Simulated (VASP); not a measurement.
# Y in VASP: further runs

The runs below take Y through single point, with PBE.

All numbers are computed with VASP 6.6.1; they aren't measurements. Logs are shortened: lines on timing, memory, paths and dates and some standing lists are left out, and cuts for length are marked.

### Step 1. The cell of the first run

The cell holds a sheet with vacuum, 1 atom: a = 3.331 Å, b = 3.331 Å, c = 14.000 Å, α = 90.00°, β = 90.00°, γ = 90.25°.

The cell was built from a structure type or drawn by symmetry, and may not be a known phase.

### Step 2. Single point, PBE

Contents of INCAR:

```
ALGO = Normal
DIPOL = 0.5 0.5 0.500
EDIFF = 1E-6
ENCUT = 520
GGA = PE
IDIPOL = 3
ISIF = 2
ISMEAR = 0
LASPH = True
LCHARG = False
LDIPOL = True
LREAL = False
LWAVE = False
NBANDS = 12
NELM = 60
PREC = Accurate
SIGMA = 0.1
```

Contents of KPOINTS:

```
k-points
0
Gamma
  6 6 1
```

Contents of POSCAR:

```
Y
1.0
    3.3305890000      0.0000000000      0.0000000000
   -0.0144010000      3.3305570000      0.0000000000
    0.0000000000      0.0000000000     14.0000000000
Y
1
Direct
    0.5000000000      0.5000000000      0.5000000000
```

Potentials or basis: VASP PAW PBE potentials, release 64 (Y_sv).

Launch:

```console
> cat potpaw_PBE.64/Y_sv/POTCAR > POTCAR
> mpirun -np 1 vasp_std > vasp.out
```

OUTCAR:

```text
EDIFF = 1E-6
   ENCUT = 520
   GGA = PE
   ISIF = 2
   ISMEAR = 0
   LASPH = True
   LREAL = False
   NELM = 60
   PREC = Accurate

 ion  position               nearest neighbor table
   1  0.500  0.500  0.500-

  LATTYP: Found a base centered orthorhombic cell.
 ALAT       =     4.6999694448
 B/A-ratio  =     1.0043332494
 C/A-ratio  =     2.9787427694

  Lattice vectors:

 A1 = (   3.3305890000,   0.0000000000,   0.0000000000)
 A2 = (  -0.0144010000,   3.3305570000,   0.0000000000)
 A3 = (   0.0000000000,   0.0000000000,  14.0000000000)

Analysis of symmetry for initial positions (statically):
=====================================================================
 Subroutine PRICEL returns:
 Original cell was already a primitive cell.

 Routine SETGRP: Setting up the symmetry group for a
 base centered orthorhombic supercell.

 Subroutine GETGRP returns: Found  8 space group operations
 (whereof  8 operations were pure point group operations)
 out of a pool of  8 trial point group operations.

The static configuration has the point symmetry D_2h.

Analysis of symmetry for dynamics (positions and initial velocities):
=====================================================================
 Subroutine PRICEL returns:
 Original cell was already a primitive cell.

 Routine SETGRP: Setting up the symmetry group for a
 base centered orthorhombic supercell.

 Subroutine GETGRP returns: Found  8 space group operations
 (whereof  8 operations were pure point group operations)
 out of a pool of  8 trial point group operations.

The dynamic configuration has the point symmetry D_2h.

 Subroutine INISYM returns: Found  8 space group operations
 (whereof  8 operations are pure point group operations),
 and found     1 'primitive' translations

----------------------------------------------------------------------------------------

                                     Primitive cell

  volume of cell :     155.2980

  direct lattice vectors                    reciprocal lattice vectors
     3.330589000  0.000000000  0.000000000     0.300247194  0.001298239  0.000000000
    -0.014401000  3.330557000  0.000000000     0.000000000  0.300250078  0.000000000
     0.000000000  0.000000000 14.000000000     0.000000000  0.000000000  0.071428571

  length of vectors
     3.330589000  3.330588134 14.000000000     0.300250000  0.300250078  0.071428571

  position of ions in fractional coordinates (direct lattice)
     0.500000000  0.500000000  0.500000000

  ion indices of the primitive-cell ions
   primitive index   ion index
                 1           1

----------------------------------------------------------------------------------------

 KPOINTS: k-points

Automatic generation of k-mesh.
 Grid dimensions read from file:
 generate k-points for:    6    6    1

 Generating k-lattice:

  Cartesian coordinates                     Fractional coordinates (reciprocal lattice)
     0.050041199  0.000216373  0.000000000     0.166666667  0.000000000  0.000000000
     0.000000000  0.050041680  0.000000000     0.000000000  0.166666667  0.000000000
     0.000000000  0.000000000  0.071428571     0.000000000  0.000000000  1.000000000

  Length of vectors
     0.050041667  0.050041680  0.071428571

  Shift w.r.t. Gamma in fractional coordinates (k-lattice)
     0.000000000  0.000000000  0.000000000

 Subroutine IBZKPT returns following result:
 ===========================================

 Found     13 irreducible k-points:

 Following reciprocal coordinates:
            Coordinates               Weight
  0.000000  0.000000  0.000000      1.000000
  0.166667  0.000000  0.000000      4.000000
  0.333333  0.000000  0.000000      4.000000
  0.500000  0.000000  0.000000      2.000000
  0.166667  0.166667  0.000000      2.000000
  0.333333  0.166667  0.000000      4.000000
  0.500000  0.166667  0.000000      4.000000
 -0.333333  0.166667  0.000000      4.000000
 -0.166667  0.166667  0.000000      2.000000
  0.333333  0.333333  0.000000      2.000000
  0.500000  0.333333  0.000000      4.000000
 -0.333333  0.333333  0.000000      2.000000
  0.500000  0.500000  0.000000      1.000000
   k-points           NKPTS =     13   k-points in BZ     NKDIM =     13   number of bands    NBANDS=     12
   number of dos      NEDOS =    301   number of ions     NIONS =      1
   total plane-waves  NPLWV =  84672
   dimension x,y,z NGX =    28 NGY =   28 NGZ =  108
   dimension x,y,z NGXF=    56 NGYF=   56 NGZF=  216
   ions per type =               1
   NGX,Y,Z   is equivalent  to a cutoff of  13.98, 13.98, 12.82 a.u.
   NGXF,Y,Z  is equivalent  to a cutoff of  27.95, 27.95, 25.65 a.u.
 SYSTEM =  unknown system
   PREC   = accura    normal or accurate (medium, high low for compatibility)
   ISTART =      0    job   : 0-new  1-cont  2-samecut
   ICHARG =      2    charge: 1-file 2-atom 10-const
   ISPIN  =      1    spin polarized calculation?
   LNONCOLLINEAR =      F non collinear calculations
   LSORBIT =      F    spin-orbit coupling
   LASPH  =      T    aspherical Exc in radial PAW
   ENCUT  =  520.0 eV  38.22 Ry    6.18 a.u.   6.19  6.19 26.03*2*pi/ulx,y,z
   NELM   =     60;   NELMIN=  2; NELMDL= -5     # of ELM steps
   EDIFF  = 0.1E-05   stopping-criterion for ELM
   LREAL  =      F    real-space projection
   EDIFFG = 0.1E-04   stopping-criterion for IOM
   NSW    =      0    number of steps for IOM
   IBRION =     -1    ionic relax: 0-MD 1-quasi-New 2-CG
   NFREE  =      0    steps in history (QN), initial steepest desc. (CG)
   ISIF   =      2    stress and relaxation
   ISYM   =      2    0-nonsym 1-usesym 2-fastsym
   POTIM  = 0.5000    time-step for ionic-motion
   TEBEG  =    0.0;   TEEND  =   0.0 temperature during run
   PSTRESS=    0.0 pullay stress
   NELECT =      11.0000    total number of electrons
   NUPDOWN=      -1.0000    fix difference up-down
   EMIN   =  10.00;   EMAX   =-10.00  energy-range for DOS
   EFERMI =   0.00;   METHOD = LEGACY
   ISMEAR =     0;   SIGMA  =   0.10  broadening in eV -4-tet -1-fermi 0-gaus
   EFERMI_NEDOS =   21; number of points for ismear=-14 and -15
   IALGO  =     38    algorithm
   IMIX   =      4    mixing-type and parameters
     AMIX     =   0.40;   BMIX     =  1.00
     AMIX_MAG =   1.60;   BMIX_MAG =  1.00
  volume/ion in A,a.u.               =     155.30      1048.00
  Fermi-wavevector in a.u.,A,eV,Ry     =   0.677356  1.280018  6.242507  0.458811
  Thomas-Fermi vector in A             =   1.754941
   LORBIT       =      0    0 simple, 1 ext, 2 COOP (PROOUT), +10 PAW based schemes
   GGA     = PE    functional components
   LHFCALC =     F    Hartree Fock is set to
   AEXX    =    0.0000 exact exchange contribution
   IVDW    =     0    specifies the selected vdW correction
   LEPSILON=     F    determine dielectric tensor
   LRPA    =     F    only Hartree local field effects (RPA)
 non-spin polarized calculation
 Gauss-broadening in eV      SIGMA  =   0.10
  energy-cutoff  :      520.00
  volume of cell :      155.30
 maximum number of plane-waves:      4192
 NGX is ok and might be reduce to    28
   NGX = 13   NGY = 13   NGZ = 53

 dipolmoment           0.000000      0.000000     -0.000000 electrons x Angstroem

 number of electron      11.0000000 magnetization

 dipolmoment           0.000000      0.000000      0.000000 electrons x Angstroem

 Free energy of the ion-electron system (eV)
  ---------------------------------------------------
  ext. energy  EPLUGINS =         0.00000000
  ---------------------------------------------------
  free energy    TOTEN  =        -4.61429528 eV

  energy without entropy =       -4.58576692  energy(sigma->0) =       -4.60003110

 E-fermi :  -1.6609     XC(G=0):  -3.2388

 val. band max:       -1.6621916866   @ k =   0.5000   0.1667   0.0000
 cond. band min:      -1.5768334118   @ k =   0.5000   0.1667   0.0000
 fundamental gap:      0.0853582748
 Fermi energy:        -1.6609412875

 k-point     1 :       0.0000    0.0000    0.0000
  band No.  band energies     occupation
      1     -45.1399      2.00000
      2     -25.3060      2.00000
      3     -24.7302      2.00000
      4     -24.7286      2.00000
      5      -5.0574      2.00000
      6      -2.0967      2.00000
      7      -1.5473      0.10797
      8      -1.4781      0.00973
      9       1.1969      0.00000
     10       1.6305      0.00000
     11       1.6378      0.00000
     12       2.1303      0.00000

 k-point     2 :       0.1667    0.0000    0.0000
  band No.  band energies     occupation
      1     -45.1273      2.00000
      2     -25.2903      2.00000
      3     -24.8758      2.00000
      4     -24.7170      2.00000
      5      -4.5329      2.00000
      6      -1.7554      1.81840
      7      -1.5686      0.19154
      8      -1.1486      0.00000
      9       1.1018      0.00000
     10       1.5423      0.00000
     11       1.7247      0.00000
     12       2.4064      0.00000

 k-point     3 :       0.3333    0.0000    0.0000
  band No.  band energies     occupation
      1     -45.1019      2.00000
      2     -25.2587      2.00000
      3     -25.1571      2.00000
      4     -24.6921      2.00000
      5      -3.3351      2.00000
      6      -1.8631      1.99575
      7      -1.1652      0.00000
      8      -0.3189      0.00000
      9       1.2487      0.00000
     10       1.3901      0.00000
     11       1.9161      0.00000
     12       2.5490      0.00000
[... 121 lines left out ...]
 k-point    12 :      -0.3333    0.3333    0.0000
  band No.  band energies     occupation
      1     -45.0647      2.00000
      2     -25.2140      2.00000
      3     -25.1117      2.00000
      4     -25.0984      2.00000
      5      -2.4687      2.00000
      6      -1.3103      0.00000
      7      -0.4783      0.00000
      8      -0.2118      0.00000
      9       0.7123      0.00000
     10       0.9745      0.00000
     11       3.1668      0.00000
     12       3.9213      0.00000

 k-point    13 :       0.5000    0.5000    0.0000
  band No.  band energies     occupation
      1     -45.0398      2.00000
      2     -25.2193      2.00000
      3     -25.2156      2.00000
      4     -25.1841      2.00000
      5      -2.9759      2.00000
      6      -1.0057      0.00000
      7      -0.9807      0.00000
      8       0.7272      0.00000
      9       2.6493      0.00000
     10       2.7119      0.00000
     11       4.4457      0.00000
     12       4.6128      0.00000

------------------------ aborting loop because EDIFF is reached ----------------------------------------

 vacuum level on the upper side and lower side of the slab       (xc-potential included)        -0.275        -0.275

  FORCE on cell =-STRESS in cart. coord.  units (eV):
  Direction    XX          YY          ZZ          XY          YZ          ZX
  --------------------------------------------------------------------------------------
  -------------------------------------------------------------------------------------
  Total       -0.7676295     -0.7677194      0.0004422     -0.0104355      0.0000000      0.0000000
  in kB       -7.9194735     -7.9204004      0.0045617     -0.1076610      0.0000000      0.0000000
  external PRESSURE =      -5.2784374 kB  Pullay stress =       0.0000000 kB

 VOLUME and BASIS-vectors are now :
 -----------------------------------------------------------------------------
  energy-cutoff  :      520.00
  volume of cell :      155.30
      direct lattice vectors                 reciprocal lattice vectors
     3.330589000  0.000000000  0.000000000     0.300247194  0.001298239  0.000000000
    -0.014401000  3.330557000  0.000000000     0.000000000  0.300250078  0.000000000
     0.000000000  0.000000000 14.000000000     0.000000000  0.000000000  0.071428571

 POSITION                                       TOTAL-FORCE (eV/Angst)
 -----------------------------------------------------------------------------------
      1.65809      1.66528      7.00000        -0.000000      0.000000      0.000000
 -----------------------------------------------------------------------------------
    total drift:                                0.000000      0.000000      0.000000

  FREE ENERGIE OF THE ION-ELECTRON SYSTEM (eV)
  ---------------------------------------------------
  free  energy   TOTEN  =        -4.6142952793 eV

  energy  without entropy=       -4.5857669229  energy(sigma->0) =       -4.60003110

 vacuum level on the upper side and lower side of the slab         1.321         1.321
```

It took 30 s on 1 thread of Intel Xeon Platinum 8488C (Sapphire Rapids), shared host; peak memory 0.27 GiB.

Results:

```
Free energy            : -4.6143 eV
Band gap on the k mesh : zero (an odd number of electrons rules out a gap without spin polarisation)
```

### Step 3. Single point, PBE

This run uses another cell than the first one.

Contents of INCAR:

```
SYSTEM = Y
ALGO = Normal
DIPOL = 0.5 0.5 0.294
EDIFF = 1E-6
ENCUT = 520
GGA = PE
IDIPOL = 3
ISIF = 2
ISMEAR = 0
LASPH = .TRUE.
LCHARG = .FALSE.
LDIPOL = .TRUE.
LREAL = .FALSE.
LWAVE = .FALSE.
NBANDS = 12
NELM = 80
PREC = Accurate
SIGMA = 0.1
```

Contents of KPOINTS:

```
k-points
0
G
  6 6 1
  0 0 0
```

Contents of POSCAR:

```
Y
1.0
    3.1825846235     -0.0026418597      0.0000000000
   -0.0164028849      3.1825434499      0.0000000000
    0.0000000000      0.0000000000     23.8000000000
Y
1
Direct
    0.5000000000      0.5000000000      0.2941176471
```

Potentials or basis: VASP PAW PBE potentials, release 64 (Y_sv).

Launch:

```console
> cat potpaw_PBE.64/Y_sv/POTCAR > POTCAR
> mpirun -np 1 vasp_std > vasp.out
```

OUTCAR:

```text
SYSTEM = Y
   EDIFF = 1E-6
   ENCUT = 520
   GGA = PE
   ISIF = 2
   ISMEAR = 0
   LASPH = .TRUE.
   LREAL = .FALSE.
   NELM = 80
   PREC = Accurate

 ion  position               nearest neighbor table
   1  0.500  0.500  0.294-

  LATTYP: Found a base centered orthorhombic cell.
 ALAT       =     4.4873690427
 B/A-ratio  =     1.0060020468
 C/A-ratio  =     5.3037759484

  Lattice vectors:

 A1 = (   3.1825846235,  -0.0026418597,   0.0000000000)
 A2 = (  -0.0164028849,   3.1825434499,   0.0000000000)
 A3 = (   0.0000000000,   0.0000000000,  23.8000000000)

Analysis of symmetry for initial positions (statically):
=====================================================================
 Subroutine PRICEL returns:
 Original cell was already a primitive cell.

 Routine SETGRP: Setting up the symmetry group for a
 base centered orthorhombic supercell.

 Subroutine GETGRP returns: Found  8 space group operations
 (whereof  4 operations were pure point group operations)
 out of a pool of  8 trial point group operations.

The static configuration has the point symmetry C_2v.
 The point group associated with its full space group is D_2h.

Analysis of symmetry for dynamics (positions and initial velocities):
=====================================================================
 Subroutine PRICEL returns:
 Original cell was already a primitive cell.

 Routine SETGRP: Setting up the symmetry group for a
 base centered orthorhombic supercell.

 Subroutine GETGRP returns: Found  8 space group operations
 (whereof  4 operations were pure point group operations)
 out of a pool of  8 trial point group operations.

The dynamic configuration has the point symmetry C_2v.
 The point group associated with its full space group is D_2h.

 Subroutine INISYM returns: Found  8 space group operations
 (whereof  4 operations are pure point group operations),
 and found     1 'primitive' translations

----------------------------------------------------------------------------------------

                                     Primitive cell

[... 113 lines left out ...]

 dipolmoment           0.000000      0.000000     -0.000000 electrons x Angstroem

 number of electron      11.0000002 magnetization

 dipolmoment           0.000000      0.000000      0.000001 electrons x Angstroem

 Free energy of the ion-electron system (eV)
  ---------------------------------------------------
  ext. energy  EPLUGINS =         0.00000000
  ---------------------------------------------------
  free energy    TOTEN  =        -4.66248277 eV

  energy without entropy =       -4.64813204  energy(sigma->0) =       -4.65530741

 E-fermi :  -2.3239     XC(G=0):  -1.9874

 val. band max:       -2.3852788839   @ k =   0.3333   0.1667   0.0000
 cond. band min:      -2.2252747320   @ k =   0.1667  -0.0000   0.0000
 fundamental gap:      0.1600041519
 Fermi energy:        -2.3238733939

 k-point     1 :       0.0000    0.0000    0.0000
  band No.  band energies     occupation
      1     -45.5716      2.00000
      2     -25.7205      2.00000
      3     -25.0602      2.00000
      4     -25.0583      2.00000
      5      -5.7917      2.00000
      6      -2.8907      2.00000
      7      -2.2064      0.09673
      8      -2.1950      0.06846
      9       0.7487      0.00000
     10       0.9467      0.00000
     11       1.2779      0.00000
     12       1.4850      0.00000
[... 166 lines left out ...]
 k-point    13 :       0.5000    0.5000    0.0000
  band No.  band energies     occupation
      1     -45.4008      2.00000
      2     -25.7868      2.00000
      3     -25.7777      2.00000
      4     -25.5278      2.00000
      5      -3.9712      2.00000
      6      -1.6286      0.00000
      7      -1.5880      0.00000
      8       0.5155      0.00000
      9       2.7748      0.00000
     10       2.8688      0.00000
     11       4.2500      0.00000
     12       4.7801      0.00000

------------------------ aborting loop because EDIFF is reached ----------------------------------------

 vacuum level on the upper side and lower side of the slab       (xc-potential included)        -0.008        -0.008

  FORCE on cell =-STRESS in cart. coord.  units (eV):
  Direction    XX          YY          ZZ          XY          YZ          ZX
  --------------------------------------------------------------------------------------
  -------------------------------------------------------------------------------------
  Total       -0.1163653     -0.1163656     -0.0011463     -0.0000342      0.0000000      0.0000000
  in kB       -0.7734009     -0.7734029     -0.0076185     -0.0002275      0.0000000      0.0000000
  external PRESSURE =      -0.5181408 kB  Pullay stress =       0.0000000 kB

 VOLUME and BASIS-vectors are now :
 -----------------------------------------------------------------------------
  energy-cutoff  :      520.00
  volume of cell :      241.06
      direct lattice vectors                 reciprocal lattice vectors
     3.182584623 -0.002641860  0.000000000     0.314211371  0.001619451  0.000000000
    -0.016402885  3.182543450  0.000000000     0.000260830  0.314215436  0.000000000
     0.000000000  0.000000000 23.800000000     0.000000000  0.000000000  0.042016807

 POSITION                                       TOTAL-FORCE (eV/Angst)
 -----------------------------------------------------------------------------------
      1.58309      1.58995      7.00000         0.000000      0.000000      0.000000
 -----------------------------------------------------------------------------------
    total drift:                               -0.000000     -0.000000      0.000010

  FREE ENERGIE OF THE ION-ELECTRON SYSTEM (eV)
  ---------------------------------------------------
  free  energy   TOTEN  =        -4.6624827743 eV

  energy  without entropy=       -4.6481320434  energy(sigma->0) =       -4.65530741

 vacuum level on the upper side and lower side of the slab         0.966         0.966
```

OSZICAR:

```text
N       E                     dE             d eps       ncg     rms          rms(c)
DAV:   1     0.202482891122E+02    0.20248E+02   -0.48510E+03   416   0.583E+02
DAV:   2    -0.273495053624E+01   -0.22983E+02   -0.22386E+02   536   0.105E+02
DAV:   3    -0.473691753075E+01   -0.20020E+01   -0.18982E+01   408   0.232E+01
[... 14 lines left out ...]
DAV:  18    -0.466246789182E+01   -0.36652E-04   -0.18441E-06   420   0.678E-03    0.283E-03
DAV:  19    -0.466247676134E+01   -0.88695E-05   -0.38171E-07   384   0.317E-03    0.103E-03
DAV:  20    -0.466248121446E+01   -0.44531E-05   -0.17907E-07   336   0.115E-03    0.574E-04
DAV:  21    -0.466248244800E+01   -0.12335E-05   -0.36117E-08   304   0.487E-04    0.222E-04
DAV:  22    -0.466248277433E+01   -0.32633E-06   -0.10368E-08   288   0.258E-04
   1 F= -.46624828E+01 E0= -.46553074E+01  d E =-.143507E-01
```

Run time: 42 s. Hardware: 1 thread of Intel Xeon Platinum 8488C (Sapphire Rapids), shared host; peak memory 0.32 GiB.

What came out:

```yaml
Free_energy: -4.6625 eV
Band_gap_on_the_k_mesh: zero (an odd number of electrons rules out a gap without spin polarisation)
```
